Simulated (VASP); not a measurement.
The system is CO2.

```
C O
1.0
     2.79557   -2.51334    0.00000
     2.79557    2.51334    0.00000
     0.00000    0.00000    6.74304
C O
2 4
Direct
  0.00000 0.00000 0.00000
  0.50000 0.50000 0.50000
  0.81328 0.18672 0.89662
  0.18672 0.81328 0.10338
  0.68672 0.31328 0.39662
  0.31328 0.68672 0.60338
```

| Item | Value |
| --- | --- |
| Program | VASP 6.6.1 |
| Task | relaxation of cell and atoms |
| Functional | PBE |
| Dispersion | D3(BJ) |
| Potentials or basis | VASP PAW PBE potentials, release 64 (C, O) |
| Cutoff | 600 eV |
| k mesh | 6 × 6 × 4 |
| Occupations | gaussian, width 0.02 eV |
| Spin | no spin polarisation |

At the start: pressure 1.2 GPa; volume 15.79 Å³/atom.

Problem. How do energy, volume and symmetry change on relaxing?

Solution. Over 12 steps the energy falls by 2.4 meV/atom and the volume is 14.86 Å³/atom (-5.9 %); space group Cmce (No. 64, to 0.05 Å).

The path:
| step | energy change (eV) | largest force (eV/Å) | pressure (GPa) | volume (Å³) |
| --- | --- | --- | --- | --- |
| 1 | 0.0000 | 0.6063 | 1.18 | 94.76 |
| 2 | 0.2387 | 3.2406 | -9.01 | 96.36 |
| 3 | -0.0064 | 0.0016 | -0.39 | 94.97 |
| 4 | -0.0064 | 0.0250 | -0.32 | 94.96 |
| 5 | -0.0064 | 0.0357 | -0.30 | 94.96 |
| 6 | -0.0072 | 0.0357 | -0.28 | 94.62 |
| 7 | -0.0094 | 0.0362 | -0.23 | 93.60 |
| 8 | -0.0127 | 0.0411 | -0.09 | 91.58 |
| 9 | -0.0136 | 0.0672 | 0.32 | 87.63 |
| 10 | -0.0143 | 0.0603 | 0.16 | 89.16 |
| 11 | -0.0018 | 0.7892 | -2.17 | 88.86 |
| 12 | -0.0144 | 0.0032 | 0.00 | 89.14 |

Final structure:
```xyz
6
Lattice="2.7359 -2.4744 0.0000 2.7359 2.4744 0.0000 0.0000 0.0000 6.5840" Properties=species:S:1:pos:R:3 pbc="T T T"
C     0.0000    0.0000    0.0000
C     2.7359    0.0000    3.2920
O     2.7359   -1.5287    5.8878
O     2.7359    1.5287    0.6962
O     2.7359   -0.9458    2.5958
O     2.7359    0.9458    3.9882
```
